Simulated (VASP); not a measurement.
A run of VASP 6.6.1 is set up as follows.

Contents of INCAR:

```
ALGO     = Normal         # electronic algorithm
EDIFF    = 1E-7           # SCF threshold, eV
ENCUT    = 520            # plane-wave cutoff, eV
GGA      = PE             # functional
ISIF     = 2              # what is computed and relaxed
ISMEAR   = -1             # smearing method
LASPH    = True           # aspherical terms in the spheres
LCHARG   = True           # write CHGCAR
LELF     = True           # ELF
LREAL    = False          # projectors in reciprocal space
LVHAR    = True         
LWAVE    = False          # write WAVECAR
NBANDS   = 16             # bands
NELM     = 100            # most SCF steps
PREC     = Accurate       # precision mode
SIGMA    = 0.05           # smearing width, eV
```

KPOINTS

```
k-points
0
Gamma
  11 11 11
```

The input POSCAR:

```
CdTe
1.0
    0.0000000000      2.9341934158      2.9341934158
    2.9341934158      0.0000000000      2.9341934158
    2.9341934158      2.9341934158      0.0000000000
Cd Te
1 1
Direct
    0.0000000000      0.0000000000      0.0000000000
    0.5000000000      0.5000000000      0.5000000000
```

Potentials or basis: VASP PAW PBE potentials, release 64 (Cd, Te).

Command:

```sh
$ cat potpaw_PBE.64/Cd/POTCAR potpaw_PBE.64/Te/POTCAR > POTCAR
$ mpirun -np 1 vasp_std > vasp.out
```

(1) Estimate the band gap on the k mesh.

(2) What does it give for the pressure?

Results:

(1) zero (band 9 reaches 5.35 eV, above the bottom of band 10 at 3.96 eV).

(2) 8.5 GPa.

Caveat: spin-orbit coupling is left out, which moves the levels of the heavy elements.
